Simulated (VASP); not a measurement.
# SnSe2 in VASP: further runs, part 2 of 2

VASP 6.6.1. The steps go on from the part before.

## Step 4: Single point, PBEsol (uniaxial strain along a: +2.0 %, then relaxed in part)

INCAR

```
SYSTEM = SnSe2
PREC     = Accurate       ! precision mode
ENCUT    = 520            ! plane-wave cutoff, eV
EDIFF    = 1E-6           ! SCF threshold, eV
ISMEAR   = 0              ! smearing method
SIGMA    = 0.02           ! smearing width, eV
LREAL    = .FALSE.        ! projectors in reciprocal space
LASPH    = .TRUE.         ! aspherical terms in the spheres
NELM     = 100            ! most SCF steps
ALGO     = Normal         ! electronic algorithm
ISIF     = 2              ! what is computed and relaxed
LWAVE    = .FALSE.        ! write WAVECAR
LCHARG   = .FALSE.        ! write CHGCAR
GGA      = PS             ! functional
NBANDS   = 20             ! bands
```

KPOINTS

```
regular mesh
0
G
  12 12 6
  0 0 0
```

POSCAR

```
SnSe2
1.0
    3.8937976139     -0.0008515519      0.0000000000
   -1.9476181974      3.2923354148      0.0000000000
    0.0000000000      0.0000000000      6.0922543850
Sn Se
1 2
Direct
    0.0000000000      0.0000000000      0.0000000000
    0.6660142184      0.3319105150      0.7411275194
    0.3339857816      0.6680894850      0.2588724806
```

Potentials or basis: VASP PAW PBE potentials, release 64 (Sn_d, Se).

On the command line:

```console
> cat potpaw_PBE.64/Sn_d/POTCAR potpaw_PBE.64/Se/POTCAR > POTCAR
> mpirun -np 1 vasp_std > vasp.out
```

OUTCAR:

```text
SYSTEM = SnSe2
   PREC = Accurate
   ENCUT = 520
   EDIFF = 1E-6
   ISMEAR = 0
   LREAL = .FALSE.
   LASPH = .TRUE.
   NELM = 100
   ISIF = 2
   GGA = PS

 ion  position               nearest neighbor table
   1  0.000  0.000  0.000-   3 2.71   2 2.71   2 2.73   3 2.73   2 2.73   3 2.73
   2  0.666  0.332  0.741-   1 2.71   1 2.73   1 2.73
   3  0.334  0.668  0.259-   1 2.71   1 2.73   1 2.73

  Warning from LATTYP: Monoclinic adjustment (A1->A3, A2->A1, A3->A2)!
  Warning from LATTYP: Got some problem with cell dimensions!
  Tried to take original basis but could not verify dimensions!
  LATTYP: Found a simple monoclinic cell.
 ALAT       =     3.8238044329
 B/A-ratio  =     1.5932442393
 C/A-ratio  =     1.0003832252
 COS(beta)  =    -0.4817265428

  Lattice vectors:

 A1 = (   1.9461794165,   3.2914838629,   0.0000000000)
 A2 = (   0.0000000000,   0.0000000000,   6.0922543850)
 A3 = (   1.9476181974,  -3.2923354148,   0.0000000000)

Analysis of symmetry for initial positions (statically):
=====================================================================
 Subroutine PRICEL returns:
 Original cell was already a primitive cell.

 Routine SETGRP: Setting up the symmetry group for a
 simple monoclinic supercell.

 Subroutine GETGRP returns: Found  2 space group operations
 (whereof  2 operations were pure point group operations)
 out of a pool of  4 trial point group operations.

The static configuration has the point symmetry S_2 .

Analysis of symmetry for dynamics (positions and initial velocities):
=====================================================================
 Subroutine PRICEL returns:
 Original cell was already a primitive cell.

 Routine SETGRP: Setting up the symmetry group for a
 simple monoclinic supercell.

[... 120 lines left out ...]
   EFERMI =   0.00;   METHOD = LEGACY
   ISMEAR =     0;   SIGMA  =   0.02  broadening in eV -4-tet -1-fermi 0-gaus
   EFERMI_NEDOS =   21; number of points for ismear=-14 and -15
   IALGO  =     38    algorithm
   IMIX   =      4    mixing-type and parameters
     AMIX     =   0.40;   BMIX     =  1.00
     AMIX_MAG =   1.60;   BMIX_MAG =  1.00
  volume/ion in A,a.u.               =      26.03       175.66
  Fermi-wavevector in a.u.,A,eV,Ry     =   1.134661  2.144199 17.516901  1.287456
  Thomas-Fermi vector in A             =   2.271365
   LORBIT       =      0    0 simple, 1 ext, 2 COOP (PROOUT), +10 PAW based schemes
   GGA     = PS    functional components
   LHFCALC =     F    Hartree Fock is set to
   AEXX    =    0.0000 exact exchange contribution
   IVDW    =     0    specifies the selected vdW correction
   LEPSILON=     F    determine dielectric tensor
   LRPA    =     F    only Hartree local field effects (RPA)
 non-spin polarized calculation
 Gauss-broadening in eV      SIGMA  =   0.02
  energy-cutoff  :      520.00
  volume of cell :       78.09
 maximum number of plane-waves:      2122
 NGX is ok and might be reduce to    30
   NGX = 15   NGY = 15   NGZ = 23

 number of electron      26.0000002 magnetization

 Free energy of the ion-electron system (eV)
  ---------------------------------------------------
  ext. energy  EPLUGINS =         0.00000000
  ---------------------------------------------------
  free energy    TOTEN  =       -12.97623420 eV

  energy without entropy =      -12.97623420  energy(sigma->0) =      -12.97623420

 E-fermi :   4.2794     XC(G=0):  -9.6374

 val. band max:        4.0989282020   @ k =  -0.1667   0.0833   0.0000
 cond. band min:       4.3920089452   @ k =   0.0000   0.4167   0.3333
 fundamental gap:      0.2930807432
 Fermi energy:         4.2793779280

 k-point     1 :       0.0000    0.0000    0.0000
  band No.  band energies     occupation
      1     -17.1826      2.00000
      2     -17.1748      2.00000
      3     -17.1448      2.00000
      4     -17.1353      2.00000
      5     -17.1297      2.00000
      6      -9.8272      2.00000
[... 541 lines left out ...]
     19      12.1517      0.00000
     20      14.0133      0.00000

 [... further k-points ...]

------------------------ aborting loop because EDIFF is reached ----------------------------------------

  FORCE on cell =-STRESS in cart. coord.  units (eV):
  Direction    XX          YY          ZZ          XY          YZ          ZX
  --------------------------------------------------------------------------------------
  -------------------------------------------------------------------------------------
  Total       -0.7548203      0.0494808      0.0481511      0.0079249      0.0052190      0.0014605
  in kB      -15.4865565      1.0151913      0.9879108      0.1625952      0.1070766      0.0299648
  external PRESSURE =      -4.4944848 kB  Pullay stress =       0.0000000 kB

 VOLUME and BASIS-vectors are now :
 -----------------------------------------------------------------------------
  energy-cutoff  :      520.00
  volume of cell :       78.09
      direct lattice vectors                 reciprocal lattice vectors
     3.893797614 -0.000851552  0.000000000     0.256851919  0.151943653  0.000000000
    -1.947618197  3.292335415  0.000000000     0.000066434  0.303775060  0.000000000
     0.000000000  0.000000000  6.092254385     0.000000000  0.000000000  0.164142850

 POSITION                                       TOTAL-FORCE (eV/Angst)
 -----------------------------------------------------------------------------------
      0.00000      0.00000      0.00000         0.000000      0.000000      0.000000
      1.94689      1.09219      4.51514        -0.000656     -0.000313     -0.016981
     -0.00071      2.19929      1.57712         0.000656      0.000313      0.016981
 -----------------------------------------------------------------------------------
    total drift:                                0.000000      0.000000     -0.000000

  FREE ENERGIE OF THE ION-ELECTRON SYSTEM (eV)
  ---------------------------------------------------
  free  energy   TOTEN  =       -12.9762342046 eV

  energy  without entropy=      -12.9762342046  energy(sigma->0) =      -12.97623420
```

OSZICAR:

```text
N       E                     dE             d eps       ncg     rms          rms(c)
DAV:   1     0.202142154592E+03    0.20214E+03   -0.12147E+04 17784   0.147E+03
DAV:   2     0.101520675530E+02   -0.19199E+03   -0.18478E+03 18344   0.382E+02
DAV:   3    -0.124445837691E+02   -0.22597E+02   -0.22057E+02 21264   0.113E+02
DAV:   4    -0.132224253398E+02   -0.77784E+00   -0.77648E+00 20572   0.220E+01
DAV:   5    -0.132413718446E+02   -0.18947E-01   -0.18945E-01 24196   0.361E+00    0.486E+00
DAV:   6    -0.130026080617E+02    0.23876E+00   -0.47064E-01 25780   0.748E+00    0.308E+00
DAV:   7    -0.129781159233E+02    0.24492E-01   -0.13480E-01 20604   0.247E+00    0.914E-01
DAV:   8    -0.129761744688E+02    0.19415E-02   -0.10609E-02 22292   0.961E-01    0.253E-01
DAV:   9    -0.129762217353E+02   -0.47267E-04   -0.11273E-03 19928   0.251E-01    0.744E-02
DAV:  10    -0.129762221734E+02   -0.43808E-06   -0.93167E-05 21764   0.618E-02    0.280E-02
DAV:  11    -0.129762341049E+02   -0.11931E-04   -0.20082E-05 19448   0.252E-02    0.558E-03
DAV:  12    -0.129762342046E+02   -0.99702E-07   -0.12417E-06 14896   0.873E-03
   1 F= -.12976234E+02 E0= -.12976234E+02  d E =-.440147E-18
```

It took 5.8 min on 1 thread of Intel Xeon Platinum 8488C (Sapphire Rapids), shared host; peak memory 0.7 GiB.

What came out:

| Item | Value |
| --- | --- |
| Free energy | -12.9762 eV |
| Pressure | -0.4 GPa |
| Largest force | 0.017 eV/Å |
| Band gap on the k mesh | 0.29 eV (least direct gap 0.78 eV) |

Forces on the atoms (eV/Å):
```
Sn   0.000  0.000  0.000
Se  -0.001  0.000 -0.017
Se   0.001  0.000  0.017
```

Stress tensor (GPa, compression positive):
```
-1.55  0.02  0.00
 0.02  0.10  0.01
 0.00  0.01  0.10
```

Caveat: the cell differs from its parent crystal (uniaxial strain along a: +2.0 %, then relaxed in part); semilocal functionals underestimate gaps, and a narrow one can read as zero; the PAW data sets were made with another functional, which shifts forces and pressure a little; spin-orbit coupling is left out, which moves the levels of the heavy elements. A k mesh can miss the band edges.

## Step 5: Summary

```csv
cell,gap on the mesh (eV),pressure (GPa),largest force (eV/Å)
"a = 3.665, b = 3.809, c = 6.216 Å, angles 90.0, 90.0, 118.8°, 3 atoms, atomic positions A",0.24,1.9,0.11
"a = 3.741, b = 3.811, c = 6.215 Å, angles 90.0, 90.0, 119.4°, 3 atoms, atomic positions A",0.39,0.8,0.02
"a = 3.894, b = 3.825, c = 6.092 Å, angles 90.0, 90.0, 120.6°, 3 atoms, atomic positions B",0.29,-0.4,0.02
```

Alike in all rows: task single point; level PBEsol; potentials or basis VASP PAW PBE potentials, release 64 (Sn_d, Se); no spin polarisation; k mesh 12 × 12 × 6; cutoff (eV) 520; smearing gaussian 0.02 eV.

Caveats: semilocal functionals underestimate gaps, and a narrow one can read as zero; the PAW data sets were made with another functional, which shifts forces and pressure a little; spin-orbit coupling is left out, which moves the levels of the heavy elements; this functional lacks dispersion, which binds layers or chains, so the pressure and a relaxed spacing across them are unreliable (at least some runs).

Total energies depend on the potentials used, so only differences within one code and one set of settings carry meaning.
